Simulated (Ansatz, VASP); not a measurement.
## KP4Ru: VASP beside Ansatz

Contents of INCAR:

```
SYSTEM = KP4Ru
PREC = Accurate ; ENCUT = 600
EDIFF = 1E-7 ; ISMEAR = 0
SIGMA = 0.1 ; LREAL = .False.
LASPH = .True. ; NELM = 60
ALGO = Normal ; ISIF = 3
LWAVE = .False. ; LCHARG = .False.
GGA = PE ; IBRION = 2
NSW = 90 ; EDIFFG = -0.04
```

Contents of KPOINTS:

```
regular mesh
0
Gamma
  4 4 4
  0 0 0
```

POSCAR

```
KP4Ru
1.0
    4.6638284700      0.0000000000      0.0000000000
    0.0000000000      4.6638284700      0.0000000000
    0.0000000000      0.0000000000      6.5956494800
K P Ru
1 4 1
Direct
    0.0000000000      0.0000000000      0.0000000000
    0.5000000000      0.0000000000      0.2500000000
    0.0000000000      0.5000000000      0.7500000000
    0.5000000000      0.0000000000      0.7500000000
    0.0000000000      0.5000000000      0.2500000000
    0.5000000000      0.5000000000      0.5000000000
```

Input for Ansatz:

```yaml
crystal:
  lattice:
    - [4.66382847, 0.0, 0.0]
    - [0.0, 4.66382847, 0.0]
    - [0.0, 0.0, 6.59564948]
  atoms:
    - { symbol: K, position: [0.0, 0.0, 0.0] }
    - { symbol: P, position: [0.5, 0.0, 0.25] }
    - { symbol: P, position: [0.0, 0.5, 0.75] }
    - { symbol: P, position: [0.5, 0.0, 0.75] }
    - { symbol: P, position: [0.0, 0.5, 0.25] }
    - { symbol: Ru, position: [0.5, 0.5, 0.5] }
basis:
  ecutwfc: 420
kpoints:
  mp_grid: { grid: [4, 4, 4] }
hamiltonian:
  xc: pbe
scf:
  occupations: { method: gaussian, width: 0.1 }
  lower_state_search: "off"
output:
  forces: true
  stress: true
  eigenvalues: true
relax:
  adjacent_minimum: "off"
  f_tol: 0.04
  max_steps: 70
  cell: { stress_tol: 0.4 }
```

Alike in both runs: task relaxation of cell and atoms; functional PBE; k mesh 4 × 4 × 4; occupations gaussian, width 0.1 eV; no spin polarisation.

|  | VASP | Ansatz |
| --- | --- | --- |
| version | VASP 6.6.1 | Ansatz 0.2.0 |
| potentials or method | VASP PAW PBE potentials, release 64 (K_sv, P, Ru_pv), cutoff 600 eV | scalar-relativistic, plane waves, PAW |
| valence electrons in the cell | 43 | 45 |

|  | VASP | Ansatz | Ansatz less VASP |
| --- | --- | --- | --- |
| gap on the k mesh at the Fermi level, each at its own relaxed structure (eV) | none | none | - |
| relaxed volume (Å³/atom) | 23.18 | 23.09 | -0.092 |
| relaxed length of the cell vector where the two differ most in proportion (Å) | 7.450 | 7.400 | -0.0501 |

A gap of «none» marks a metal or a gap that the smearing closes. VASP's potentials hold 43 valence electrons a cell and Ansatz's 45, so a difference there can come from the potentials and not from the codes.
